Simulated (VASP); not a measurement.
# Fe (Im-3m) in VASP: notebook, part 2 of 2

VASP 6.6.1. The steps go on from the part before.

### 4 Relaxation of cell and atoms, PBEsol+D3(BJ), collinear spin, ferromagnetic start, target pressure 3 GPa, at which the enthalpy is minimised

This run uses another cell than the first one, of 10.27 Å³/atom.

File INCAR:

```
PREC = Accurate ; ENCUT = 600
EDIFF = 1E-7 ; ISMEAR = 0
SIGMA = 0.1 ; LREAL = F
LASPH = T ; NELM = 200
ALGO = Normal ; ISIF = 3
LWAVE = F ; LCHARG = F
ISPIN = 2 ; MAGMOM = 2.23
LORBIT = 11 ; LMAXMIX = 4
GGA = PS ; IVDW = 12
IBRION = 2 ; NSW = 70
EDIFFG = -0.004 ; PSTRESS = 30.0
GGA_COMPAT = F ; NELMIN = 4
```

File KPOINTS:

```
Automatic mesh
0
Gamma
  22 22 22
```

File POSCAR:

```
Fe
1.0
   -1.3693372615      1.3693372615      1.3693372615
    1.3693372615     -1.3693372615      1.3693372615
    1.3693372615      1.3693372615     -1.3693372615
Fe
1
Direct
    0.0000000000      0.0000000000      0.0000000000
```

Potentials or basis: VASP PAW PBE potentials, release 64 (Fe).

Command:

```bash
> cat potpaw_PBE.64/Fe/POTCAR > POTCAR
> mpirun -np 1 vasp_std > vasp.out
```

OUTCAR:

```text
PREC = Accurate
   ENCUT = 600
   EDIFF = 1E-7
   ISMEAR = 0
   LREAL = F
   LASPH = T
   NELM = 200
   ISIF = 3
   ISPIN = 2
   LORBIT = 11
   GGA = PS
   IVDW = 12
   IBRION = 2
   NSW = 70
   EDIFFG = -0.004
   PSTRESS = 30.0
   NELMIN = 4
 IVDW          = 12

 ion  position               nearest neighbor table
   1  0.000  0.000  0.000-

  LATTYP: Found a body centered cubic cell.
 ALAT       =     2.7386745230

  Lattice vectors:

 A1 = (  -1.3693372615,   1.3693372615,   1.3693372615)
 A2 = (   1.3693372615,  -1.3693372615,   1.3693372615)
 A3 = (   1.3693372615,   1.3693372615,  -1.3693372615)

Analysis of symmetry for initial positions (statically):
=====================================================================
 Subroutine PRICEL returns:
 Original cell was already a primitive cell.

[... 274 lines left out ...]
 E-fermi :   6.6020     XC(G=0): -13.7542

 val. band max:        6.6017063312   @ k =  -0.2727   0.3182   0.1818
 cond. band min:       6.6022236404   @ k =   0.1818   0.1818   0.0000
 fundamental gap:      0.0005173092
 Fermi energy:         6.6020023447

 spin component 1

 k-point     1 :       0.0000    0.0000    0.0000
  band No.  band energies     occupation
      1      -2.4673      1.00000
      2       4.0783      1.00000
      3       4.0783      1.00000
      4       4.0783      1.00000
      5       5.5201      1.00000
      6       5.5201      1.00000
      7      32.2873      0.00000
      8      32.2873      0.00000
      9      32.2873      0.00000
[... 265 lines left out ...]
 k-point    24 :       0.1364    0.0909    0.0000
  band No.  band energies     occupation
      1      -0.8456      1.00000
      2       3.6999      1.00000
      3       3.8131      1.00000
      4       5.0731      1.00000
      5       5.2150      1.00000
      6       5.6211      1.00000
      7      26.4435      0.00000
      8      28.2228      0.00000
      9      32.5947      0.00000

 [... further k-points ...]

 spin component 2

 k-point     1 :       0.0000    0.0000    0.0000
  band No.  band energies     occupation
      1      -2.1875      1.00000
      2       5.8816      1.00000
      3       5.8817      1.00000
      4       5.8817      1.00000
      5       8.0613      0.00000
      6       8.0614      0.00000
      7      32.2362      0.00000
      8      32.2362      0.00000
      9      32.2362      0.00000
[... 312 lines left out ...]
  energy  without entropy=       -9.2648406787  energy(sigma->0) =       -9.26773897

  enthalpy is  TOTEN    =        -9.0747602774 eV   P V=        0.1958769829

 reached required accuracy - stopping structural energy minimisation

 total charge

# of ion       s       p       d       tot
------------------------------------------
    1        0.527   0.624   6.308   7.459

 magnetization (x)

# of ion       s       p       d       tot
------------------------------------------
    1       -0.012  -0.049   2.110   2.049
```

OSZICAR:

```text
N       E                     dE             d eps       ncg     rms          rms(c)
DAV:   1     0.165840699385E+02    0.16584E+02   -0.45272E+03 12273   0.123E+03
DAV:   2    -0.975281085779E+01   -0.26337E+02   -0.24893E+02 11926   0.138E+02
[... 28 lines left out ...]
DAV:   4    -0.891036633670E+01    0.34871E-03   -0.14828E-04 12519   0.187E-01    0.117E-01
DAV:   5    -0.891007740420E+01    0.28893E-03   -0.43246E-04 12971   0.185E-01    0.203E-02
DAV:   6    -0.891007945873E+01   -0.20545E-05   -0.71144E-06 12635   0.347E-02    0.116E-02
DAV:   7    -0.891007861451E+01    0.84423E-06   -0.82894E-07 12815   0.126E-02    0.309E-03
DAV:   8    -0.891007830515E+01    0.30936E-06   -0.76139E-08  6211   0.511E-03    0.591E-04
DAV:   9    -0.891007830819E+01   -0.30425E-08   -0.35790E-09  5934   0.888E-04
   3 F= -.90747603E+01 E0= -.90718620E+01  d E =-.252047E-02  mag=     2.0733
```

Run time: 4.1 min. Hardware: 1 thread of Oxide Virtual Turin-like, shared host; peak memory 0.16 GiB.

What came out:

| Property | Result |
| --- | --- |
| Free energy | -9.2706 eV |
| Relaxed volume | 10.46 Å³/atom |
| Relaxed cell | a = 2.386 Å, b = 2.386 Å, c = 2.386 Å, α = 109.47°, β = 109.47°, γ = 109.47° |
| Space group after relaxing (to 0.1 Å) | Im-3m (No. 229) |
| Energy change on relaxing (the run minimises the enthalpy) | -6.1 meV/atom |
| Ionic steps | 3 |
| Pressure after relaxing | 3.0 GPa |
| Net moment | 2.07 μB per cell |
| Site moments | Fe +2.05 μB |
| Valence electrons inside the program's atomic spheres | Fe 7.46 |
| Dispersion energy per atom | -0.361 eV |

Step by step:
```tsv
step	energy change (eV)	largest force (eV/Å)	pressure (GPa)	volume (Å³)
1	0.0000	0.0000	7.33	10.27
2	-0.0068	0.0000	-1.96	10.69
3	-0.0061	0.0000	3.00	10.46
```

Final structure:
```
Fe
1.0
    -1.37775    1.37775    1.37775
     1.37775   -1.37775    1.37775
     1.37775    1.37775   -1.37775
Fe
1
Direct
  0.00000 0.00000 0.00000
```

Caveat: the cell is relaxed towards a set pressure, so the run minimises the enthalpy, not the energy; the PAW data sets were made with another functional, which shifts forces and pressure a little. Zero-point motion and thermal expansion aren't in these numbers.

### 5 Overview

| cell | gap on the mesh (eV) | pressure (GPa) | moment (μB) |
| --- | --- | --- | --- |
| relaxed to 18.75 GPa from a = 2.357 Å, angles 109.5°, 1 atom | none | 18.7 | 1.94 |
| relaxed to 12.5 GPa from a = 2.358 Å, angles 109.5°, 1 atom | none | 12.5 | 1.97 |
| relaxed to 3 GPa from a = 2.372 Å, angles 109.5°, 1 atom | none | 3.0 | 2.07 |

Alike in all rows: task relaxation of cell and atoms; level PBEsol+D3(BJ); potentials or basis VASP PAW PBE potentials, release 64 (Fe); spin collinear, ferromagnetic start; k mesh 22 × 22 × 22; cutoff (eV) 600; smearing gaussian 0.1 eV.

Caveats: the cell is relaxed towards a set pressure, so the run minimises the enthalpy, not the energy; the PAW data sets were made with another functional, which shifts forces and pressure a little.

Absolute energies hang on the potentials; compare differences alone.
